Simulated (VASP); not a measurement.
In: relaxation of cell and atoms with PBEsol

Crystal: In.

```
In
1.0
    -1.62547    1.62547    2.47370
     1.62547   -1.62547    2.47370
     1.62547    1.62547   -2.47370
In
1
Direct
  0.00000 0.00000 0.00000
```

* Program: VASP 6.6.1
* Task: relaxation of cell and atoms
* Functional: PBEsol
* Potentials or basis: VASP PAW PBE potentials, release 64 (In_d)
* Cutoff: 600 eV
* k mesh: 10 × 10 × 10
* Occupations: fermi-dirac, width 0.05 eV
* Spin: no spin polarisation
* Dipole correction: no
* Further INCAR settings: ALGO = Normal; EDIFF = 1e-06; IBRION = 2; EDIFFG = -0.03; NSW = 80; ISIF = 3

```
Relaxed volume                        : 25.47 Å³/atom
Relaxed cell                          : a = 3.302 Å, b = 3.302 Å, c = 3.302 Å, α = 119.94°, β = 119.94°, γ = 90.11°
Space group after relaxing (to 0.1 Å) : Fm-3m (No. 225)
Energy gained by relaxing             : 13.2 meV/atom
Ionic steps                           : 8
Pressure after relaxing               : 0.2 GPa
Band gap on the k mesh                : zero (an odd number of electrons rules out a gap without spin polarisation)
```

The path:
| step | energy change (eV) | largest force (eV/Å) | pressure (GPa) | volume (Å³) |
| --- | --- | --- | --- | --- |
| 1 | 0.0000 | 0.0000 | -0.94 | 26.14 |
| 2 | -0.0074 | 0.0000 | 0.02 | 25.56 |
| 3 | -0.0092 | 0.0000 | 0.68 | 25.21 |
| 4 | -0.0061 | 0.0000 | 2.21 | 24.50 |
| 5 | -0.0095 | 0.0000 | 0.94 | 25.08 |
| 6 | -0.0130 | 0.0000 | 0.35 | 25.38 |
| 7 | -0.0131 | 0.0000 | 0.17 | 25.45 |
| 8 | -0.0132 | 0.0000 | 0.16 | 25.47 |

Final structure:
```cif
data_structure
_symmetry_space_group_name_H-M 'P 1'
_symmetry_Int_Tables_number 1
_cell_length_a 3.3015
_cell_length_b 3.3015
_cell_length_c 3.3015
_cell_angle_alpha 119.939
_cell_angle_beta 119.939
_cell_angle_gamma 90.106
_cell_volume 25.47
loop_
_atom_site_label
_atom_site_type_symbol
_atom_site_fract_x
_atom_site_fract_y
_atom_site_fract_z
_atom_site_occupancy
In1 In 0.00000 0.00000 0.00000 1
```

Levels at points of the mesh, in eV from the Fermi level:
```csv
k point,band 3,band 4,band 5,band 6,band 7,band 8,band 9,band 10
"(0.00, 0.00, 0.00)",-14.50,-14.31,-14.31,-9.68,10.86,10.87,10.87,11.65
"(0.50, 0.00, 0.00)",-14.49,-14.14,-14.14,-4.28,-3.44,8.64,8.67,10.96
"(0.50, 0.50, 0.00)",-14.16,-14.10,-14.10,-2.25,-1.99,4.15,4.16,7.60
"(0.50, 0.50, 0.50)",-14.16,-14.10,-14.10,-2.23,-1.96,4.13,4.13,7.57
```

It took 2.8 min on 1 thread of AMD EPYC 7R43 64-Core Processor (Zen 3), on a shared host, peak memory 0.15 GiB.

Caveat: the PAW data sets were made with another functional, which shifts forces and pressure a little; spin-orbit coupling is left out, which moves the levels of the heavy elements.
